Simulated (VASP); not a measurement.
Crystal: Ga2SnH6.

```xyz
9
Lattice="0.0000 4.0881 4.0881 4.0881 0.0000 4.0881 4.0881 4.0881 0.0000" Properties=species:S:1:pos:R:3 pbc="T T T"
Ga    6.1321    6.1321    6.1321
Ga    2.0440    2.0440    2.0440
Sn    0.0000    0.0000    0.0000
H     0.0000    2.0440    2.0440
H     2.0440    0.0000    2.0440
H     2.0440    2.0440    0.0000
H     4.0881    2.0440    2.0440
H     2.0440    4.0881    2.0440
H     2.0440    2.0440    4.0881
```

- Program: VASP 6.6.1
- Task: relaxation of cell and atoms
- Functional: PBE
- Potentials or basis: VASP PAW PBE potentials, release 64 (Ga_d, Sn_d, H)
- Cutoff: 600 eV
- k mesh: 4 × 4 × 4
- Occupations: gaussian, width 0.1 eV
- Spin: no spin polarisation

At the start: pressure -8.0 GPa; volume 15.18 Å³/atom.

Task: Where does the relaxation end?

Result: Over 4 steps the energy falls by 101.8 meV/atom and the volume is 11.84 Å³/atom (-22.0 %); space group Fm-3m (No. 225, to 0.1 Å) before and after.

Step by step:
```tsv
step	energy change (eV)	largest force (eV/Å)	pressure (GPa)	volume (Å³)
1	0.0000	0.0000	-7.97	136.64
2	-0.6213	0.0000	-5.59	122.24
3	-0.9092	0.0000	-1.04	109.05
4	-0.9163	0.0000	0.14	106.55
```

Final structure:
```xyz
9
Lattice="0.0000 3.7627 3.7627 3.7627 0.0000 3.7627 3.7627 3.7627 0.0000" Properties=species:S:1:pos:R:3 pbc="T T T"
Ga    5.6441    5.6441    5.6441
Ga    1.8814    1.8814    1.8814
Sn    0.0000    3.7627    3.7627
H     0.0000    1.8814    1.8814
H     1.8814    3.7627    5.6441
H     1.8814    5.6441    3.7627
H     3.7627    5.6441    5.6441
H     1.8814    3.7627    1.8814
H     1.8814    1.8814    3.7627
```

Caveat: the volume moved by over 15 % at a fixed basis, so the end points are rough.
